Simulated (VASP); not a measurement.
# Yb (Fm-3m) in VASP: notebook

The runs below take Yb through single point, with PBE.

Program: VASP 6.6.1. These are calculated values, not measurements. Logs are shortened: lines on timing, memory, paths and dates and some standing lists are left out, and cuts for length are marked.

### Step 1. The cell of the first run

Symmetry: Fm-3m, No. 225, cubic system. Conventional cell: a = 5.486 Å, b = 5.486 Å, c = 5.486 Å, α = 90.00°, β = 90.00°, γ = 90.00°. Yb (site symmetry m-3m) has 12 Yb at 3.88 Å within 5.1 Å.

### Step 2. Single point, PBE, collinear spin, ferromagnetic start

The input, INCAR:

```
SYSTEM = Yb
ALGO     = Normal         ! electronic algorithm
EDIFF    = 1E-6           ! SCF threshold, eV
ENCUT    = 520            ! plane-wave cutoff, eV
GGA      = PE             ! functional
ISIF     = 2              ! what is computed and relaxed
ISMEAR   = -1             ! smearing method
ISPIN    = 2              ! spin polarisation
LASPH    = .True.         ! aspherical terms in the spheres
LCHARG   = .True.         ! write CHGCAR
LELF     = .True.         ! ELF
LMAXMIX  = 6              ! l up to which the mixer works
LORBIT   = 11             ! projections on sites
LREAL    = .False.        ! projectors in reciprocal space
LVHAR    = .True.       
LWAVE    = .False.        ! write WAVECAR
MAGMOM   = 0.5            ! initial moments
NBANDS   = 22             ! bands
NELM     = 150            ! most SCF steps
NUPDOWN  = 0.5            ! fixed moment
PREC     = Accurate       ! precision mode
SIGMA    = 0.05           ! smearing width, eV
```

The input, KPOINTS:

```
k-points
0
Gamma
  7 7 7
  0 0 0
```

The input, POSCAR:

```
Yb
1.0
    0.0000000000      2.7431000000      2.7431000000
    2.7431000000      0.0000000000      2.7431000000
    2.7431000000      2.7431000000      0.0000000000
Yb
1
Direct
    0.0000000000      0.0000000000      0.0000000000
```

Potentials or basis: VASP PAW PBE potentials, release 64 (Yb).

Run with:

```console
> cat potpaw_PBE.64/Yb/POTCAR > POTCAR
> mpirun -np 1 vasp_std > vasp.out
```

OUTCAR:

```text
SYSTEM = Yb
   EDIFF = 1E-6
   ENCUT = 520
   GGA = PE
   ISIF = 2
   ISMEAR = -1
   ISPIN = 2
   LASPH = .True.
   LORBIT = 11
   LREAL = .False.
   NELM = 150
   NUPDOWN = 0.5
   PREC = Accurate

 ion  position               nearest neighbor table
   1  0.000  0.000  0.000-

  LATTYP: Found a face centered cubic cell.
 ALAT       =     5.4862000000

  Lattice vectors:

 A1 = (   0.0000000000,   2.7431000000,   2.7431000000)
 A2 = (   2.7431000000,   0.0000000000,   2.7431000000)
 A3 = (   2.7431000000,   2.7431000000,   0.0000000000)

Analysis of symmetry for initial positions (statically):
=====================================================================
 Subroutine PRICEL returns:
 Original cell was already a primitive cell.

 Routine SETGRP: Setting up the symmetry group for a
 face centered cubic supercell.

 Subroutine GETGRP returns: Found 48 space group operations
 (whereof 48 operations were pure point group operations)
 out of a pool of 48 trial point group operations.

The static configuration has the point symmetry O_h .

Analysis of symmetry for dynamics (positions and initial velocities):
=====================================================================
 Subroutine PRICEL returns:
 Original cell was already a primitive cell.

 Routine SETGRP: Setting up the symmetry group for a
 face centered cubic supercell.

 Subroutine GETGRP returns: Found 48 space group operations
 (whereof 48 operations were pure point group operations)
 out of a pool of 48 trial point group operations.

The dynamic configuration has the point symmetry O_h .

Analysis of structural, dynamic, and magnetic symmetry:
=====================================================================
 Subroutine PRICEL returns:
 Original cell was already a primitive cell.

 Routine SETGRP: Setting up the symmetry group for a
 face centered cubic supercell.

 Subroutine GETGRP returns: Found 48 space group operations
 (whereof 48 operations were pure point group operations)
 out of a pool of 48 trial point group operations.

The overall configuration has the point symmetry O_h .

 Subroutine INISYM returns: Found 48 space group operations
 (whereof 48 operations are pure point group operations),
 and found     1 'primitive' translations

----------------------------------------------------------------------------------------

                                     Primitive cell

  volume of cell :      41.2814

  direct lattice vectors                    reciprocal lattice vectors
     0.000000000  2.743100000  2.743100000    -0.182275528  0.182275528  0.182275528
     2.743100000  0.000000000  2.743100000     0.182275528 -0.182275528  0.182275528
     2.743100000  2.743100000  0.000000000     0.182275528  0.182275528 -0.182275528

  length of vectors
     3.879329223  3.879329223  3.879329223     0.315710475  0.315710475  0.315710475

  position of ions in fractional coordinates (direct lattice)
     0.000000000  0.000000000  0.000000000

  ion indices of the primitive-cell ions
   primitive index   ion index
                 1           1

----------------------------------------------------------------------------------------

 KPOINTS: k-points

Automatic generation of k-mesh.
 Grid dimensions read from file:
 generate k-points for:    7    7    7

 Generating k-lattice:

  Cartesian coordinates                     Fractional coordinates (reciprocal lattice)
    -0.026039361  0.026039361  0.026039361     0.142857143  0.000000000  0.000000000
     0.026039361 -0.026039361  0.026039361     0.000000000  0.142857143  0.000000000
     0.026039361  0.026039361 -0.026039361     0.000000000  0.000000000  0.142857143

  Length of vectors
     0.045101496  0.045101496  0.045101496

  Shift w.r.t. Gamma in fractional coordinates (k-lattice)
     0.000000000  0.000000000  0.000000000

 Subroutine IBZKPT returns following result:
 ===========================================

 Found     20 irreducible k-points:

 Following reciprocal coordinates:
            Coordinates               Weight
  0.000000  0.000000  0.000000      1.000000
  0.142857  0.000000  0.000000      8.000000
  0.285714  0.000000  0.000000      8.000000
  0.428571  0.000000  0.000000      8.000000
  0.142857  0.142857  0.000000      6.000000
  0.285714  0.142857  0.000000     24.000000
[... 12 lines left out ...]
 -0.428571  0.428571  0.142857     24.000000
 -0.285714  0.428571  0.142857     24.000000
   k-points           NKPTS =     20   k-points in BZ     NKDIM =     20   number of bands    NBANDS=     22
   number of dos      NEDOS =    301   number of ions     NIONS =      1
   total plane-waves  NPLWV =  27000
   dimension x,y,z NGX =    30 NGY =   30 NGZ =   30
   dimension x,y,z NGXF=    60 NGYF=   60 NGZF=   60
   ions per type =               1
   NGX,Y,Z   is equivalent  to a cutoff of  12.86, 12.86, 12.86 a.u.
   NGXF,Y,Z  is equivalent  to a cutoff of  25.71, 25.71, 25.71 a.u.
 SYSTEM =  Yb
   PREC   = accura    normal or accurate (medium, high low for compatibility)
   ISTART =      0    job   : 0-new  1-cont  2-samecut
   ICHARG =      2    charge: 1-file 2-atom 10-const
   ISPIN  =      2    spin polarized calculation?
   LNONCOLLINEAR =      F non collinear calculations
   LSORBIT =      F    spin-orbit coupling
   LASPH  =      T    aspherical Exc in radial PAW
   ENCUT  =  520.0 eV  38.22 Ry    6.18 a.u.   7.21  7.21  7.21*2*pi/ulx,y,z
   NELM   =    150;   NELMIN=  2; NELMDL= -5     # of ELM steps
   EDIFF  = 0.1E-05   stopping-criterion for ELM
   LREAL  =      F    real-space projection
   EDIFFG = 0.1E-04   stopping-criterion for IOM
   NSW    =      0    number of steps for IOM
   IBRION =     -1    ionic relax: 0-MD 1-quasi-New 2-CG
   NFREE  =      0    steps in history (QN), initial steepest desc. (CG)
   ISIF   =      2    stress and relaxation
   ISYM   =      2    0-nonsym 1-usesym 2-fastsym
   POTIM  = 0.5000    time-step for ionic-motion
   TEBEG  =    0.0;   TEEND  =   0.0 temperature during run
   PSTRESS=    0.0 pullay stress
   NELECT =      24.0000    total number of electrons
   NUPDOWN=       0.5000    fix difference up-down
   EMIN   =  10.00;   EMAX   =-10.00  energy-range for DOS
   EFERMI =   0.00;   METHOD = LEGACY
   ISMEAR =    -1;   SIGMA  =   0.05  broadening in eV -4-tet -1-fermi 0-gaus
   EFERMI_NEDOS =   21; number of points for ismear=-14 and -15
   IALGO  =     38    algorithm
   IMIX   =      4    mixing-type and parameters
     AMIX     =   0.40;   BMIX     =  1.00
     AMIX_MAG =   1.60;   BMIX_MAG =  1.00
  volume/ion in A,a.u.               =      41.28       278.58
  Fermi-wavevector in a.u.,A,eV,Ry     =   1.366345  2.582017 25.400687  1.866898
  Thomas-Fermi vector in A             =   2.492493
   LORBIT       =     11    0 simple, 1 ext, 2 COOP (PROOUT), +10 PAW based schemes
   GGA     = PE    functional components
   LHFCALC =     F    Hartree Fock is set to
   AEXX    =    0.0000 exact exchange contribution
   IVDW    =     0    specifies the selected vdW correction
   LEPSILON=     F    determine dielectric tensor
   LRPA    =     F    only Hartree local field effects (RPA)
 spin polarized calculation
  energy-cutoff  :      520.00
  volume of cell :       41.28
 maximum number of plane-waves:      1139
 NGX is ok and might be reduce to    30
   NGX = 15   NGY = 15   NGZ = 15

 number of electron      23.9999992 magnetization       0.5000000

 Free energy of the ion-electron system (eV)
  ---------------------------------------------------
  ext. energy  EPLUGINS =         0.00000000
  ---------------------------------------------------
  free energy    TOTEN  =        -3.47598435 eV

  energy without entropy =       -3.43524784  energy(sigma->0) =       -3.45561609

 E-fermi :   0.8838     XC(G=0):  -8.8616

 val. band max:        1.2918389420   @ k =   0.4286   0.0000   0.0000
 cond. band min:       0.9645086446   @ k =  -0.4286   0.2857   0.0000
 fundamental gap:     -0.3273302974
 Fermi energy:         1.3217861908

 spin component 1

 k-point     1 :       0.0000    0.0000    0.0000
  band No.  band energies     occupation
      1     -50.8682      1.00000
      2     -23.1007      1.00000
      3     -23.1007      1.00000
      4     -23.1007      1.00000
      5      -3.8680      1.00000
      6       0.4738      1.00000
[... 14 lines left out ...]
     21      12.2492      0.00000
     22      13.9229      0.00000

 k-point     2 :       0.1429    0.0000    0.0000
  band No.  band energies     occupation
      1     -50.8667      1.00000
      2     -23.1408      1.00000
      3     -23.1062      1.00000
      4     -23.1062      1.00000
      5      -3.4621      1.00000
      6       0.4791      1.00000
[... 14 lines left out ...]
     21      13.0363      0.00000
     22      15.0600      0.00000
[... 408 lines left out ...]
      6       0.5156      1.00000
[... 14 lines left out ...]
     21      13.8472      0.00000
     22      15.7012      0.00000

 k-point    20 :      -0.2857    0.4286    0.1429
  band No.  band energies     occupation
      1     -50.8574      1.00000
      2     -23.2460      1.00000
      3     -23.2333      1.00000
      4     -23.1691      1.00000
      5       0.4763      1.00000
      6       0.5036      1.00000
[... 14 lines left out ...]
     21      14.1745      0.00000
     22      16.1651      0.00000
 Fermi energy:         0.8838202071

 spin component 2

 k-point     1 :       0.0000    0.0000    0.0000
  band No.  band energies     occupation
      1     -50.7727      1.00000
      2     -23.0120      1.00000
      3     -23.0120      1.00000
      4     -23.0120      1.00000
      5      -3.5231      1.00000
      6       0.5890      0.99726
[... 14 lines left out ...]
     21      12.6725      0.00000
     22      14.5393      0.00000

 k-point     2 :       0.1429    0.0000    0.0000
  band No.  band energies     occupation
      1     -50.7711      1.00000
      2     -23.0514      1.00000
      3     -23.0175      1.00000
      4     -23.0175      1.00000
      5      -3.1173      1.00000
      6       0.5949      0.99692
[... 14 lines left out ...]
     21      13.4292      0.00000
     22      15.4292      0.00000
[... 423 lines left out ...]
     21      14.2642      0.00000
     22      15.9980      0.00000

 k-point    20 :      -0.2857    0.4286    0.1429
  band No.  band energies     occupation
      1     -50.7619      1.00000
      2     -23.1552      1.00000
      3     -23.1426      1.00000
      4     -23.0794      1.00000
      5       0.6095      0.99587
      6       0.6448      0.99168
[... 14 lines left out ...]
     21      14.5477      0.00000
     22      16.5086      0.00000

------------------------ aborting loop because EDIFF is reached ----------------------------------------

  FORCE on cell =-STRESS in cart. coord.  units (eV):
  Direction    XX          YY          ZZ          XY          YZ          ZX
  --------------------------------------------------------------------------------------
  -------------------------------------------------------------------------------------
  Total        0.2283451      0.2283451      0.2283451      0.0000000     -0.0000000      0.0000000
  in kB        8.8623174      8.8623174      8.8623174      0.0000000     -0.0000000      0.0000000
  external PRESSURE =       8.8623174 kB  Pullay stress =       0.0000000 kB

 VOLUME and BASIS-vectors are now :
 -----------------------------------------------------------------------------
  energy-cutoff  :      520.00
  volume of cell :       41.28
      direct lattice vectors                 reciprocal lattice vectors
     0.000000000  2.743100000  2.743100000    -0.182275528  0.182275528  0.182275528
     2.743100000  0.000000000  2.743100000     0.182275528 -0.182275528  0.182275528
     2.743100000  2.743100000  0.000000000     0.182275528  0.182275528 -0.182275528

 POSITION                                       TOTAL-FORCE (eV/Angst)
 -----------------------------------------------------------------------------------
      0.00000      0.00000      0.00000        -0.000000      0.000000      0.000000
 -----------------------------------------------------------------------------------
    total drift:                               -0.000000     -0.000000      0.000000

  FREE ENERGIE OF THE ION-ELECTRON SYSTEM (eV)
  ---------------------------------------------------
  free  energy   TOTEN  =        -3.4759843454 eV

  energy  without entropy=       -3.4352478431  energy(sigma->0) =       -3.45561609

 total charge

# of ion       s       p       d       f       tot
--------------------------------------------------
    1        2.211   5.983   0.215  13.614  22.024

 magnetization (x)

# of ion       s       p       d       f       tot
--------------------------------------------------
    1        0.001   0.036   0.061   0.138   0.236
```

Wall time 3 min (1 thread of Intel Xeon Platinum 8375C at 2.90GHz (Ice Lake), shared host); peak memory 0.21 GiB.

What came out:

| Property | Result |
| --- | --- |
| Free energy | -3.4760 eV |
| Pressure | 0.9 GPa |
| Net moment | 0.50 μB per cell |
| Site moments | Yb +0.24 μB |
| Valence electrons inside the program's atomic spheres | Yb 22.02 |

Caveat: spin-orbit coupling is left out, which moves the levels of the heavy elements; the total moment is fixed, so each spin has its own Fermi level. The state reached can hang on the start; a lower one may exist.

### Step 3. Single point, PBE, collinear spin, ferromagnetic start

The input, INCAR:

```
SYSTEM = Yb
PREC = Accurate ; ENCUT = 520
EDIFF = 1E-7 ; ISMEAR = -1
SIGMA = 0.05 ; LREAL = .False.
LASPH = .True. ; NELM = 150
ALGO = Normal ; ISIF = 2
LWAVE = .False. ; LCHARG = .True.
ISPIN = 2 ; MAGMOM = 0.8
LORBIT = 11 ; NUPDOWN = 0.8
LMAXMIX = 6 ; GGA = PE
LELF = .True. ; LVHAR = .True.
NBANDS = 22
```

The input, KPOINTS:

```
Automatic mesh
0
Gamma
  7 7 7
  0 0 0
```

POSCAR is that of step 2.

Potentials or basis: VASP PAW PBE potentials, release 64 (Yb).

Run with:

```console
> cat potpaw_PBE.64/Yb/POTCAR > POTCAR
> mpirun -np 1 vasp_std > vasp.out
```

It took 5.9 min on 1 thread of Intel Xeon Platinum 8375C at 2.90GHz (Ice Lake), shared host; peak memory 0.22 GiB.

It converged, with:

* Free energy: -3.3932 eV
* Pressure: -2.3 GPa
* Net moment: 0.80 μB per cell
* Site moments: Yb +0.37 μB
* Valence electrons inside the program's atomic spheres: Yb 22.01

Caveat: spin-orbit coupling is left out, which moves the levels of the heavy elements; the total moment is fixed, so each spin has its own Fermi level. The state reached can hang on the start; a lower one may exist.

### Step 4. Single point, PBE, collinear spin, ferromagnetic start

The input, INCAR:

```
SYSTEM = Yb
ALGO = Normal
EDIFF = 1E-6
ENCUT = 520
GGA = PE
ISIF = 2
ISMEAR = -1
ISPIN = 2
LASPH = .TRUE.
LCHARG = .TRUE.
LELF = .TRUE.
LMAXMIX = 6
LORBIT = 11
LREAL = .FALSE.
LVHAR = .TRUE.
LWAVE = .FALSE.
MAGMOM = 1
NBANDS = 22
NELM = 150
NUPDOWN = 1.0
PREC = Accurate
SIGMA = 0.05
```

The input, KPOINTS:

```
k-points
0
G
  7 7 7
  0 0 0
```

POSCAR is that of step 3.

Run with:

```console
> cat potpaw_PBE.64/Yb/POTCAR > POTCAR
> mpirun -np 1 vasp_std > vasp.out
```

Run time: 1.9 min. Hardware: 1 thread of Intel Xeon Platinum 8375C at 2.90GHz (Ice Lake), shared host; peak memory 0.21 GiB.

The run converged. Its results:

| Property | Result |
| --- | --- |
| Free energy | -3.3224 eV |
| Pressure | -2.5 GPa |
| Net moment | 1.00 μB per cell |
| Site moments | Yb +0.45 μB |
| Valence electrons inside the program's atomic spheres | Yb 22.00 |

Caveat: spin-orbit coupling is left out, which moves the levels of the heavy elements; the total moment is fixed, so each spin has its own Fermi level.

### Step 5. The runs side by side

```csv
fixed moment (μB),pressure (GPa),moment (μB)
0.5,0.9,0.50
0.8,-2.3,0.80
1.0,-2.5,1.00
```

Alike in all rows: task single point; level PBE; potentials or basis VASP PAW PBE potentials, release 64 (Yb); spin collinear, ferromagnetic start; cell as given; k mesh 7 × 7 × 7; cutoff (eV) 520; smearing fermi-dirac 0.05 eV.

Caveats: spin-orbit coupling is left out, which moves the levels of the heavy elements; the total moment is fixed, so each spin has its own Fermi level.

Total energies depend on the potentials used, so only differences within one code and one set of settings carry meaning.
